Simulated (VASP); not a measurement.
# C (Fd-3m) in VASP: a series of runs

The runs below take C through relaxation of cell and atoms, single point, with LDA.

All numbers are computed with VASP 6.6.1; they aren't measurements. Logs are shortened: lines on timing, memory, paths and dates and some standing lists are left out, and cuts for length are marked.

## (1) The cell of the first run

The structure is cubic, space group Fd-3m (No. 227). The conventional cell has a = 4.021 Å, b = 4.021 Å, c = 4.021 Å, α = 90.00°, β = 90.00°, γ = 90.00°. C (site symmetry -43m) has 4 C at 1.74 Å within 2.3 Å.

## (2) Relaxation of cell and atoms, LDA

File INCAR:

```
ALGO = Normal ; EDIFF = 1E-6
EDIFFG = -0.005 ; ENCUT = 600
IBRION = 2 ; ISIF = 3
ISMEAR = -1 ; LASPH = T
LCHARG = F ; LREAL = F
LWAVE = F ; NELM = 60
NSW = 60 ; PREC = Accurate
SIGMA = 0.02
```

File KPOINTS:

```
k-points
0
Gamma
  14 14 14
```

File POSCAR:

```
C
1.0
    0.0000000000      2.0103628793      2.0103628793
    2.0103628793      0.0000000000      2.0103628793
    2.0103628793      2.0103628793      0.0000000000
C
2
Direct
   -0.1250000000     -0.1250000000     -0.1250000000
    0.1250000000      0.1250000000      0.1250000000
```

Potentials or basis: VASP PAW LDA potentials, release 64 (C).

Started as:

```
> cat potpaw_LDA.64/C/POTCAR > POTCAR
> mpirun -np 1 vasp_std > vasp.out
```

OUTCAR:

```text
EDIFF = 1E-6
   EDIFFG = -0.005
   ENCUT = 600
   IBRION = 2
   ISIF = 3
   ISMEAR = -1
   LASPH = T
   LREAL = F
   NELM = 60
   NSW = 60
   PREC = Accurate

 ion  position               nearest neighbor table
   1  0.875  0.875  0.875-   2 1.74   2 1.74   2 1.74   2 1.74
   2  0.125  0.125  0.125-   1 1.74   1 1.74   1 1.74   1 1.74

  LATTYP: Found a face centered cubic cell.
 ALAT       =     4.0207257586

  Lattice vectors:

 A1 = (   0.0000000000,   2.0103628793,   2.0103628793)
 A2 = (   2.0103628793,   0.0000000000,   2.0103628793)
 A3 = (   2.0103628793,   2.0103628793,   0.0000000000)

Analysis of symmetry for initial positions (statically):
[... 5 lines left out ...]
 face centered cubic supercell.

 Subroutine GETGRP returns: Found 48 space group operations
 (whereof 12 operations were pure point group operations)
 out of a pool of 48 trial point group operations.

The static configuration has the point symmetry D_3d.
 The point group associated with its full space group is O_h .

Analysis of symmetry for dynamics (positions and initial velocities):
[... 5 lines left out ...]
 face centered cubic supercell.

 Subroutine GETGRP returns: Found 48 space group operations
 (whereof 12 operations were pure point group operations)
 out of a pool of 48 trial point group operations.

The dynamic configuration has the point symmetry D_3d.
 The point group associated with its full space group is O_h .

 Subroutine INISYM returns: Found 48 space group operations
 (whereof 12 operations are pure point group operations),
 and found     1 'primitive' translations

----------------------------------------------------------------------------------------

                                     Primitive cell

  volume of cell :      16.2500

  direct lattice vectors                    reciprocal lattice vectors
     0.000000000  2.010362879  2.010362879    -0.248711317  0.248711317  0.248711317
     2.010362879  0.000000000  2.010362879     0.248711317 -0.248711317  0.248711317
     2.010362879  2.010362879  0.000000000     0.248711317  0.248711317 -0.248711317

  length of vectors
     2.843082449  2.843082449  2.843082449     0.430780638  0.430780638  0.430780638

  position of ions in fractional coordinates (direct lattice)
     0.875000000  0.875000000  0.875000000
     0.125000000  0.125000000  0.125000000

  ion indices of the primitive-cell ions
   primitive index   ion index
                 1           1
                 2           2

----------------------------------------------------------------------------------------

 KPOINTS: k-points

Automatic generation of k-mesh.
 Grid dimensions read from file:
 generate k-points for:   14   14   14

 Generating k-lattice:

  Cartesian coordinates                     Fractional coordinates (reciprocal lattice)
    -0.017765094  0.017765094  0.017765094     0.071428571  0.000000000  0.000000000
     0.017765094 -0.017765094  0.017765094     0.000000000  0.071428571  0.000000000
     0.017765094  0.017765094 -0.017765094     0.000000000  0.000000000  0.071428571

  Length of vectors
     0.030770046  0.030770046  0.030770046

  Shift w.r.t. Gamma in fractional coordinates (k-lattice)
     0.000000000  0.000000000  0.000000000

 Subroutine IBZKPT returns following result:
 ===========================================

 Found    104 irreducible k-points:

 Following reciprocal coordinates:
            Coordinates               Weight
  0.000000  0.000000  0.000000      1.000000
  0.071429  0.000000  0.000000      8.000000
  0.142857  0.000000  0.000000      8.000000
  0.214286  0.000000  0.000000      8.000000
  0.285714  0.000000  0.000000      8.000000
  0.357143  0.000000  0.000000      8.000000
[... 16 lines left out ...]
  0.214286  0.142857  0.000000     24.000000
  0.285714  0.142857  0.000000     24.000000
 [... further k-points ...]
   k-points           NKPTS =    104   k-points in BZ     NKDIM =    104   number of bands    NBANDS=      8
   number of dos      NEDOS =    301   number of ions     NIONS =      2
   total plane-waves  NPLWV =  13824
   dimension x,y,z NGX =    24 NGY =   24 NGZ =   24
   dimension x,y,z NGXF=    48 NGYF=   48 NGZF=   48
   ions per type =               2
   NGX,Y,Z   is equivalent  to a cutoff of  14.03, 14.03, 14.03 a.u.
   NGXF,Y,Z  is equivalent  to a cutoff of  28.07, 28.07, 28.07 a.u.
 SYSTEM =  unknown system
   PREC   = accura    normal or accurate (medium, high low for compatibility)
   ISTART =      0    job   : 0-new  1-cont  2-samecut
   ICHARG =      2    charge: 1-file 2-atom 10-const
   ISPIN  =      1    spin polarized calculation?
   LNONCOLLINEAR =      F non collinear calculations
   LSORBIT =      F    spin-orbit coupling
   LASPH  =      T    aspherical Exc in radial PAW
   ENCUT  =  600.0 eV  44.10 Ry    6.64 a.u.   5.68  5.68  5.68*2*pi/ulx,y,z
   NELM   =     60;   NELMIN=  2; NELMDL= -5     # of ELM steps
   EDIFF  = 0.1E-05   stopping-criterion for ELM
   LREAL  =      F    real-space projection
   EDIFFG = -.5E-02   stopping-criterion for IOM
   NSW    =     60    number of steps for IOM
   IBRION =      2    ionic relax: 0-MD 1-quasi-New 2-CG
   NFREE  =      1    steps in history (QN), initial steepest desc. (CG)
   ISIF   =      3    stress and relaxation
   ISYM   =      2    0-nonsym 1-usesym 2-fastsym
   POTIM  = 0.5000    time-step for ionic-motion
   TEBEG  =    0.0;   TEEND  =   0.0 temperature during run
   PSTRESS=    0.0 pullay stress
   NELECT =       8.0000    total number of electrons
   NUPDOWN=      -1.0000    fix difference up-down
   EMIN   =  10.00;   EMAX   =-10.00  energy-range for DOS
   EFERMI =   0.00;   METHOD = LEGACY
   ISMEAR =    -1;   SIGMA  =   0.02  broadening in eV -4-tet -1-fermi 0-gaus
   EFERMI_NEDOS =   21; number of points for ismear=-14 and -15
   IALGO  =     38    algorithm
   IMIX   =      4    mixing-type and parameters
     AMIX     =   0.40;   BMIX     =  1.00
     AMIX_MAG =   1.60;   BMIX_MAG =  1.00
  volume/ion in A,a.u.               =       8.13        54.83
  Fermi-wavevector in a.u.,A,eV,Ry     =   1.292668  2.442789 22.735211  1.670991
  Thomas-Fermi vector in A             =   2.424362
   LORBIT       =      0    0 simple, 1 ext, 2 COOP (PROOUT), +10 PAW based schemes
   GGA     = CA    functional components
   LHFCALC =     F    Hartree Fock is set to
   AEXX    =    0.0000 exact exchange contribution
   IVDW    =     0    specifies the selected vdW correction
   LEPSILON=     F    determine dielectric tensor
   LRPA    =     F    only Hartree local field effects (RPA)
 conjugate gradient relaxation of ions
 non-spin polarized calculation
  energy-cutoff  :      600.00
  volume of cell :       16.25
 maximum number of plane-waves:       553
   NGX = 11   NGY = 11   NGZ = 11

--------------------------------------- Ionic step        1  -------------------------------------------

 number of electron       8.0000000 magnetization

 Free energy of the ion-electron system (eV)
  ---------------------------------------------------
  ext. energy  EPLUGINS =         0.00000000
  ---------------------------------------------------
  free energy    TOTEN  =       -18.33964731 eV

  energy without entropy =      -18.33964731  energy(sigma->0) =      -18.33964731

 E-fermi :   5.4797     XC(G=0): -11.8353

 val. band max:        5.1265848339   @ k =   0.0000   0.0000   0.0000
 cond. band min:       8.4090973143   @ k =   0.3571   0.3571   0.0000
 fundamental gap:      3.2825124804
 Fermi energy:         5.4796852151

 k-point     1 :       0.0000    0.0000    0.0000
  band No.  band energies     occupation
      1     -11.9789      2.00000
      2       5.1266      2.00000
      3       5.1266      2.00000
      4       5.1266      2.00000
      5       9.6774      0.00000
      6       9.6774      0.00000
      7       9.6774      0.00000
      8      11.4903      0.00000

 k-point     2 :       0.0714    0.0000    0.0000
  band No.  band energies     occupation
      1     -11.8699      2.00000
      2       4.3952      2.00000
      3       4.9657      2.00000
      4       4.9657      2.00000
      5       9.8866      0.00000
      6       9.8866      0.00000
      7       9.9369      0.00000
      8      11.7832      0.00000
[... 221 lines left out ...]
 k-point    23 :       0.2143    0.1429    0.0000
  band No.  band energies     occupation
      1     -11.0056      2.00000
      2       2.0378      2.00000
      3       3.2417      2.00000
      4       3.4874      2.00000
      5       9.2986      0.00000
      6      11.7234      0.00000
      7      12.1599      0.00000
      8      12.9992      0.00000

 k-point    24 :       0.2857    0.1429    0.0000
  band No.  band energies     occupation
      1     -10.4064      2.00000
      2       0.3354      2.00000
      3       2.8480      2.00000
      4       3.0714      2.00000
      5       9.7455      0.00000
      6      11.6931      0.00000
      7      12.7180      0.00000
      8      13.8324      0.00000

 [... further k-points ...]
[... 5 lines left out ...]
  --------------------------------------------------------------------------------------
  -------------------------------------------------------------------------------------
  Total       -8.7603096     -8.7603096     -8.7603096      0.0000000      0.0000000      0.0000000
  in kB     -863.7273469   -863.7273469   -863.7273469      0.0000000      0.0000000      0.0000000
  external PRESSURE =    -863.7273469 kB  Pullay stress =       0.0000000 kB

 VOLUME and BASIS-vectors are now :
 -----------------------------------------------------------------------------
  energy-cutoff  :      600.00
  volume of cell :       16.25
      direct lattice vectors                 reciprocal lattice vectors
     0.000000000  2.010362879  2.010362879    -0.248711317  0.248711317  0.248711317
     2.010362879  0.000000000  2.010362879     0.248711317 -0.248711317  0.248711317
     2.010362879  2.010362879  0.000000000     0.248711317  0.248711317 -0.248711317
[... 181 lines left out ...]
 POSITION                                       TOTAL-FORCE (eV/Angst)
 -----------------------------------------------------------------------------------
      3.09473      3.09473      3.09473         0.000000      0.000000      0.000000
      0.44210      0.44210      0.44210        -0.000000     -0.000000     -0.000000
 -----------------------------------------------------------------------------------
    total drift:                                0.000000      0.000000      0.000000

  FREE ENERGIE OF THE ION-ELECTRON SYSTEM (eV)
  ---------------------------------------------------
  free  energy   TOTEN  =       -20.2700731237 eV

  energy  without entropy=      -20.2700731237  energy(sigma->0) =      -20.27007312

--------------------------------------- Ionic step        7  -------------------------------------------

 number of electron       8.0000000 magnetization

 Free energy of the ion-electron system (eV)
  ---------------------------------------------------
  ext. energy  EPLUGINS =         0.00000000
  ---------------------------------------------------
  free energy    TOTEN  =       -20.27018060 eV

  energy without entropy =      -20.27018060  energy(sigma->0) =      -20.27018060

 E-fermi :  10.5096     XC(G=0): -13.6346

 val. band max:       10.1294785545   @ k =   0.0000   0.0000   0.0000
 cond. band min:      14.2977746429   @ k =   0.3571   0.3571   0.0000
 fundamental gap:      4.1682960884
 Fermi energy:        10.5095822501

 k-point     1 :       0.0000    0.0000    0.0000
  band No.  band energies     occupation
      1     -11.5604      2.00000
      2      10.1295      2.00000
      3      10.1295      2.00000
      4      10.1295      2.00000
      5      15.7518      0.00000
      6      15.7518      0.00000
      7      15.7518      0.00000
      8      24.3265      0.00000

 k-point     2 :       0.0714    0.0000    0.0000
  band No.  band energies     occupation
      1     -11.4166      2.00000
      2       9.1856      2.00000
      3       9.8794      2.00000
      4       9.8794      2.00000
      5      16.0782      0.00000
      6      16.0782      0.00000
      7      16.3351      0.00000
      8      24.4074      0.00000
[... 221 lines left out ...]
 k-point    23 :       0.2143    0.1429    0.0000
  band No.  band energies     occupation
      1     -10.2728      2.00000
      2       6.2826      2.00000
      3       7.2763      2.00000
      4       8.1123      2.00000
      5      15.4213      0.00000
      6      19.5541      0.00000
      7      19.5591      0.00000
      8      23.1231      0.00000

 k-point    24 :       0.2857    0.1429    0.0000
  band No.  band energies     occupation
      1      -9.4713      2.00000
      2       4.0530      2.00000
      3       6.7226      2.00000
      4       7.5311      2.00000
      5      16.1061      0.00000
      6      20.3212      0.00000
      7      20.3254      0.00000
      8      22.7365      0.00000

 [... further k-points ...]
[... 5 lines left out ...]
  --------------------------------------------------------------------------------------
  -------------------------------------------------------------------------------------
  Total       -0.0001178     -0.0001178     -0.0001178     -0.0000000      0.0000000     -0.0000000
  in kB       -0.0171027     -0.0171027     -0.0171027     -0.0000000      0.0000000     -0.0000000
  external PRESSURE =      -0.0171027 kB  Pullay stress =       0.0000000 kB

 VOLUME and BASIS-vectors are now :
 -----------------------------------------------------------------------------
  energy-cutoff  :      600.00
  volume of cell :       11.03
      direct lattice vectors                 reciprocal lattice vectors
     0.000000000  1.766900823  1.766900823    -0.282981361  0.282981361  0.282981361
     1.766900823 -0.000000000  1.766900823     0.282981361 -0.282981361  0.282981361
     1.766900823  1.766900823  0.000000000     0.282981361  0.282981361 -0.282981361

 POSITION                                       TOTAL-FORCE (eV/Angst)
 -----------------------------------------------------------------------------------
      3.09208      3.09208      3.09208         0.000000     -0.000000      0.000000
      0.44173      0.44173      0.44173        -0.000000      0.000000     -0.000000
 -----------------------------------------------------------------------------------
    total drift:                                0.000000      0.000000      0.000000

  FREE ENERGIE OF THE ION-ELECTRON SYSTEM (eV)
  ---------------------------------------------------
  free  energy   TOTEN  =       -20.2701806036 eV

  energy  without entropy=      -20.2701806036  energy(sigma->0) =      -20.27018060

 reached required accuracy - stopping structural energy minimisation
```

It took 27 s on 1 thread of Intel Xeon Platinum 8488C (Sapphire Rapids), shared host; peak memory 0.13 GiB.

What came out:

- Free energy: -20.2702 eV
- Relaxed volume: 5.52 Å³/atom
- Relaxed cell: a = 2.499 Å, b = 2.499 Å, c = 2.499 Å, α = 60.00°, β = 60.00°, γ = 60.00°
- Space group after relaxing (to 0.05 Å): Fd-3m (No. 227)
- Energy gained by relaxing: 965.3 meV/atom
- Ionic steps: 7
- Pressure after relaxing: 0.0 GPa
- Band gap on the k mesh: 4.17 eV, indirect (least direct gap 5.62 eV)

Step by step:
```
step  energy change (eV)  largest force (eV/Å)  pressure (GPa)  volume (Å³)
   1              0.0000                0.0000          -86.37        16.25
   2              0.0916                0.0000          270.77         7.97
   3             -1.9226                0.0000           -9.99        11.28
   4             -1.9300                0.0000           -2.75        11.10
   5             -1.9305                0.0000            1.06        11.01
   6             -1.9304                0.0000           -1.21        11.06
   7             -1.9305                0.0000            0.00        11.03
```

Final structure:
```xyz
2
Lattice="0.0000 1.7669 1.7669 1.7669 0.0000 1.7669 1.7669 1.7669 0.0000" Properties=species:S:1:pos:R:3 pbc="T T T"
C     3.0921    3.0921    3.0921
C     0.4417    0.4417    0.4417
```

Caveat: the volume moved by over 15 % at a fixed basis, so the end points are rough. LDA gaps usually lie below the measured ones, often by a third to a half.

## (3) Single point, LDA

This run uses another cell than the first one, of 5.51 Å³/atom, 0.678 times its volume.

File INCAR:

```
SYSTEM = C
ALGO = Normal
EDIFF = 1E-6
ENCUT = 910
GGA = CA
GGA_COMPAT = .False.
ISIF = 2
ISMEAR = -1
LASPH = .True.
LCHARG = .False.
LREAL = .False.
LWAVE = .False.
NBANDS = 11
NELM = 120
PREC = Accurate
SIGMA = 0.02
```

File KPOINTS:

```
k-points
0
Gamma
  14 14 14
  0 0 0
```

File POSCAR:

```
C
1.0
    0.0000000000      1.7658614237      1.7658614237
    1.7658614237      0.0000000000      1.7658614237
    1.7658614237      1.7658614237      0.0000000000
C
2
Direct
   -0.1250000000     -0.1250000000     -0.1250000000
    0.1250000000      0.1250000000      0.1250000000
```

Potentials or basis: VASP PAW LDA potentials, release 64 (C_h).

Started as:

```
> cat potpaw_LDA.64/C_h/POTCAR > POTCAR
> mpirun -np 1 vasp_std > vasp.out
```

Run time: 28 s. Hardware: 1 thread of AMD EPYC 7R43 (Zen 3), shared host; peak memory 0.1 GiB.

Results (log left out):

```yaml
Free_energy: -20.2668 eV
Pressure: 0.7 GPa
Band_gap_on_the_k_mesh: 4.17 eV, indirect (least direct gap 5.63 eV)
```

Levels at points of the mesh, in eV from the valence-band top:
| k point | band 2 | band 3 | band 4 | band 5 | band 6 | band 7 |
| --- | --- | --- | --- | --- | --- | --- |
| (0.00, 0.00, 0.00) | 0.00 | 0.00 | 0.00 | 5.63 | 5.63 | 5.63 |
| (0.50, 0.00, 0.00) | -13.69 | -2.87 | -2.87 | 8.51 | 8.51 | 9.42 |
| (0.50, 0.50, 0.00) | -12.82 | -6.47 | -6.47 | 4.77 | 4.77 | 17.07 |

Caveat: the cutoff is under 1.25 times the usual one of these potentials, so pressure, stress and relaxed cells hold a basis-set (Pulay) error. A k mesh can miss the band edges.

[end of part 1 of 2]
